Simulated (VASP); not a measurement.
# Ir (P6_3/mmc) in VASP: a series of runs, part 2 of 2

VASP 6.6.1.

### Step 4. Electric field gradients, PBE (15.44 Å³/atom)

This run uses another cell than the first one, of 15.44 Å³/atom.

File INCAR:

```
SYSTEM = Ir
  ALGO = Normal
  EDIFF = 1E-8
  ENCUT = 520
  GGA = PE
  ISIF = 2
  ISMEAR = -1
  LASPH = .TRUE.
  LCHARG = .FALSE.
  LEFG = .TRUE.
  LREAL = .FALSE.
  LWAVE = .FALSE.
  NBANDS = 16
  NELM = 80
  PREC = Accurate
  SIGMA = 0.03
```

File KPOINTS:

```
k-points
0
G
  15 15 8
  0 0 0
```

File POSCAR:

```
Ir
1.0
    2.8024711884      0.0000000000      0.0000000000
   -1.4012355942      2.4270112425      0.0000000000
    0.0000000000      0.0000000000      4.5389713024
Ir
2
Direct
    0.3333333333      0.6666666667      0.2500000000
    0.6666666667      0.3333333333      0.7500000000
```

Potentials or basis: VASP PAW PBE potentials, release 64 (Ir).

Command:

```console
$ cat potpaw_PBE.64/Ir/POTCAR > POTCAR
$ mpirun -np 1 vasp_std > vasp.out
```

OUTCAR:

```text
SYSTEM = Ir
   EDIFF = 1E-8
   ENCUT = 520
   GGA = PE
   ISIF = 2
   ISMEAR = -1
   LASPH = .TRUE.
   LREAL = .FALSE.
   NELM = 80
   PREC = Accurate

 ion  position               nearest neighbor table
   1  0.333  0.667  0.250-   2 2.79   2 2.79   2 2.79   2 2.79   2 2.79   2 2.79
   2  0.667  0.333  0.750-   1 2.79   1 2.79   1 2.79   1 2.79   1 2.79   1 2.79

  LATTYP: Found a hexagonal cell.
 ALAT       =     2.8024711884
 C/A-ratio  =     1.6196317454

  Lattice vectors:

 A1 = (   2.8024711884,   0.0000000000,   0.0000000000)
 A2 = (  -1.4012355942,   2.4270112425,   0.0000000000)
 A3 = (   0.0000000000,   0.0000000000,   4.5389713024)

Analysis of symmetry for initial positions (statically):
=====================================================================
 Subroutine PRICEL returns:
 Original cell was already a primitive cell.

 Routine SETGRP: Setting up the symmetry group for a
 hexagonal supercell.

 Subroutine GETGRP returns: Found 24 space group operations
 (whereof 12 operations were pure point group operations)
 out of a pool of 24 trial point group operations.

The static configuration has the point symmetry D_3d.
 The point group associated with its full space group is D_6h.

Analysis of symmetry for dynamics (positions and initial velocities):
=====================================================================
 Subroutine PRICEL returns:
 Original cell was already a primitive cell.

 Routine SETGRP: Setting up the symmetry group for a
 hexagonal supercell.

 Subroutine GETGRP returns: Found 24 space group operations
 (whereof 12 operations were pure point group operations)
 out of a pool of 24 trial point group operations.

[... 153 lines left out ...]
 fundamental gap:      0.0047155033
 Fermi energy:         9.0617165196

 k-point     1 :       0.0000    0.0000    0.0000
  band No.  band energies     occupation
      1      -1.2486      2.00000
      2       1.7665      2.00000
      3       5.6139      2.00000
      4       5.7028      2.00000
      5       5.7028      2.00000
      6       6.2744      2.00000
[... 433 lines left out ...]
      3       3.3022      2.00000
      4       5.0649      2.00000
      5       5.2301      2.00000
      6       5.6934      2.00000
[... 8 lines left out ...]
     15      20.4099      0.00000
     16      21.2422      0.00000

 [... further k-points ...]
[... 5 lines left out ...]
  --------------------------------------------------------------------------------------
  -------------------------------------------------------------------------------------
  Total       -3.2437643     -3.2437643     -3.2856627     -0.0000000      0.0000000      0.0000000
  in kB     -168.3408400   -168.3408400   -170.5152314     -0.0000000      0.0000000      0.0000000
  external PRESSURE =    -169.0656371 kB  Pullay stress =       0.0000000 kB

 VOLUME and BASIS-vectors are now :
 -----------------------------------------------------------------------------
  energy-cutoff  :      520.00
  volume of cell :       30.87
      direct lattice vectors                 reciprocal lattice vectors
     2.802471188  0.000000000  0.000000000     0.356827932  0.206014703  0.000000000
    -1.401235594  2.427011242  0.000000000     0.000000000  0.412029406  0.000000000
     0.000000000  0.000000000  4.538971302     0.000000000  0.000000000  0.220314237

 POSITION                                       TOTAL-FORCE (eV/Angst)
 -----------------------------------------------------------------------------------
     -0.00000      1.61801      1.13474         0.000000     -0.000000      0.000000
      1.40124      0.80900      3.40423        -0.000000      0.000000      0.000000
 -----------------------------------------------------------------------------------
    total drift:                                0.000000     -0.000000     -0.000000

  FREE ENERGIE OF THE ION-ELECTRON SYSTEM (eV)
  ---------------------------------------------------
  free  energy   TOTEN  =       -17.4628875125 eV

  energy  without entropy=      -17.4539811669  energy(sigma->0) =      -17.45843434

 Electric field gradients (V/A^2)
---------------------------------------------------------------------
 ion       V_xx      V_yy      V_zz      V_xy      V_xz      V_yz
---------------------------------------------------------------------
   1      -1.570    -1.570     3.140    -0.000     0.000    -0.000
   2      -1.570    -1.570     3.140    -0.000    -0.000     0.000
---------------------------------------------------------------------

 Electric field gradients after diagonalization (V/A^2)
 (convention: |V_zz| > |V_xx| > |V_yy|)
----------------------------------------------------------------------
 ion       V_xx      V_yy      V_zz     asymmetry (V_yy - V_xx)/ V_zz
----------------------------------------------------------------------
   1      -1.570    -1.570     3.140       0.000
   2      -1.570    -1.570     3.140       0.000
----------------------------------------------------------------------

           NMR quadrupolar parameters

 Cq : quadrupolar parameter    Cq=e*Q*V_zz/h
 eta: asymmetry parameters     (V_yy - V_xx)/ V_zz
 Q  : nuclear electric quadrupole moment in mb (millibarn)
----------------------------------------------------------------------
 ion       Cq(MHz)       eta       Q (mb)
----------------------------------------------------------------------
   1       0.008       0.000       1.000
   2       0.008       0.000       1.000
----------------------------------------------------------------------
```

stdout:

```text
POSCAR found type information on POSCAR Ir
 POSCAR found :  1 types and       2 ions
 scaLAPACK will be used
 LDA part: xc-table for (Slater+PW92), standard interpolation
 POSCAR, INCAR and KPOINTS ok, starting setup
 FFT: planning ... GRIDC
 FFT: planning ... GRID_SOFT
 FFT: planning ... GRID
 WAVECAR not read
 entering main loop
ion   1

ion   2
```

It took 1.9 min on 1 thread of Intel Xeon 8259CL, shared host; peak memory 0.2 GiB.

Results:

| Item | Value |
| --- | --- |
| Free energy | -17.4629 eV |
| Pressure | -16.9 GPa |
| Band gap on the k mesh | zero (bands 9 and 10 overlap by 2.82 eV) |
| Largest electric field gradient by atom | Ir +3.1 V/Å² |

Stress tensor (GPa, compression positive):
```
-16.83   0.00   0.00
  0.00 -16.83   0.00
  0.00   0.00 -17.05
```

Electric field gradients, principal values (V/Å²):
```
atom   least  middle  greatest (by size)
1 Ir  -1.570  -1.570               3.140
2 Ir  -1.570  -1.570               3.140
```

Caveat: the cell stands under tension; without QUAD_EFG the Cq values of the log hold for a quadrupole moment of 1 mb, not for the nuclei; spin-orbit coupling is left out, which moves the levels of the heavy elements.

### Step 5. Single point, PBE

File POSCAR:

```
Ir
1.0
    2.7485640890      0.0000000000      0.0000000000
   -1.3742820445      2.3803263250      0.0000000000
    0.0000000000      0.0000000000      4.4516616529
Ir
2
Direct
    0.3333333333      0.6666666667      0.2500000000
    0.6666666667      0.3333333333      0.7500000000
```

File INCAR.step1:

```
  ALGO = Normal
  EDIFF = 1E-6
  ENCUT = 520
  GGA = PE
  ISIF = 2
  ISMEAR = -1
  LASPH = T
  LCHARG = T
  LMAXMIX = 4
  LREAL = F
  LWAVE = F
  NBANDS = 16
  NELM = 100
  PREC = Accurate
  SIGMA = 0.03
```

File KPOINTS.step1:

```
k-points
0
Gamma
  15 15 8
```

File INCAR.step2:

```
  ALGO = Normal
  EDIFF = 1E-6
  ENCUT = 520
  GGA = PE
  ICHARG = 11
  ISIF = 2
  ISMEAR = -5
  LASPH = T
  LCHARG = F
  LMAXMIX = 4
  LORBIT = 11
  LREAL = F
  LWAVE = F
  NBANDS = 16
  NEDOS = 1001
  NELM = 100
  PREC = Accurate
  SIGMA = 0.03
```

File KPOINTS.step2:

```
k-points
0
Gamma
  23 23 12
```

Potentials or basis: VASP PAW PBE potentials, release 64 (Ir).

Command:

```console
$ cat potpaw_PBE.64/Ir/POTCAR > POTCAR
$ cp INCAR.step1 INCAR
$ cp KPOINTS.step1 KPOINTS
$ mpirun -np 1 vasp_std > vasp.out
$ cp INCAR.step2 INCAR
$ cp KPOINTS.step2 KPOINTS
$ mpirun -np 1 vasp_std > vasp.out
```

OUTCAR:

```text
EDIFF = 1E-6
   ENCUT = 520
   GGA = PE
   ICHARG = 11
   ISIF = 2
   ISMEAR = -5
   LASPH = T
   LORBIT = 11
   LREAL = F
   NELM = 100
   PREC = Accurate

 ion  position               nearest neighbor table
   1  0.333  0.667  0.250-   2 2.73   2 2.73   2 2.73   2 2.73   2 2.73   2 2.73
   2  0.667  0.333  0.750-   1 2.73   1 2.73   1 2.73   1 2.73   1 2.73   1 2.73

  LATTYP: Found a hexagonal cell.
 ALAT       =     2.7485640890
 C/A-ratio  =     1.6196317454

  Lattice vectors:
[... 652 lines left out ...]
  -------------------------------------------------------------------------------------
  Total        0.0041257      0.0041257      0.0724125     -0.0000000      0.0000000      0.0000000
  in kB        0.2269579      0.2269579      3.9834497     -0.0000000      0.0000000      0.0000000
  external PRESSURE =       1.4791218 kB  Pullay stress =       0.0000000 kB

 VOLUME and BASIS-vectors are now :
 -----------------------------------------------------------------------------
  energy-cutoff  :      520.00
  volume of cell :       29.12
      direct lattice vectors                 reciprocal lattice vectors
     2.748564089  0.000000000  0.000000000     0.363826335  0.210055233  0.000000000
    -1.374282044  2.380326325  0.000000000     0.000000000  0.420110465  0.000000000
     0.000000000  0.000000000  4.451661653     0.000000000  0.000000000  0.224635221

 POSITION                                       TOTAL-FORCE (eV/Angst)
 -----------------------------------------------------------------------------------
     -0.00000      1.58688      1.11292        -0.000000      0.000000      0.000000
      1.37428      0.79344      3.33875         0.000000      0.000000      0.000000
 -----------------------------------------------------------------------------------
    total drift:                               -0.000000      0.000000     -0.000000

  FREE ENERGIE OF THE ION-ELECTRON SYSTEM (eV)
  ---------------------------------------------------
  free  energy   TOTEN  =       -17.5505480178 eV

  energy  without entropy=      -17.5505480178  energy(sigma->0) =      -17.55054802

 total charge

# of ion       s       p       d       tot
------------------------------------------
    1        0.654   0.707   6.943   8.304
    2        0.654   0.707   6.943   8.304
--------------------------------------------------
tot          1.308   1.413  13.886  16.607
```

Wall time 3.7 min (1 thread of Intel Xeon 8259CL, shared host); peak memory 0.28 GiB.

What came out:

```yaml
Valence_electrons_inside_the_program's_atomic_spheres: Ir 8.30
```

Caveat: spin-orbit coupling is left out, which moves the levels of the heavy elements; tetrahedron occupations give inexact forces and stress in metals.

### Step 6. Summary

| task | cell | k mesh for the DOS | occupations for the DOS | gap on the mesh (eV) | pressure (GPa) |
| --- | --- | --- | --- | --- | --- |
| electric field gradients | a = 2.749, b = 2.749, c = 4.452 Å, angles 90.0, 90.0, 120.0°, 2 atoms | - | - | none | 0.5 |
| electric field gradients | a = 2.776, b = 2.776, c = 4.496 Å, angles 90.0, 90.0, 120.0°, 2 atoms | - | - | none | -9.0 |
| electric field gradients | a = 2.802, b = 2.802, c = 4.539 Å, angles 90.0, 90.0, 120.0°, 2 atoms | - | - | none | -16.9 |
| single point | a = 2.749, b = 2.749, c = 4.452 Å, angles 90.0, 90.0, 120.0°, 2 atoms | 23 × 23 × 12 | tetrahedron | - | - |

Alike in all rows: level PBE; potentials or basis VASP PAW PBE potentials, release 64 (Ir); no spin polarisation; k mesh 15 × 15 × 8; cutoff (eV) 520; smearing fermi-dirac 0.03 eV.

Caveats: spin-orbit coupling is left out, which moves the levels of the heavy elements; the cell stands under tension (at least some runs); tetrahedron occupations give inexact forces and stress in metals (at least some runs).

Absolute energies hang on the potentials; compare differences alone.
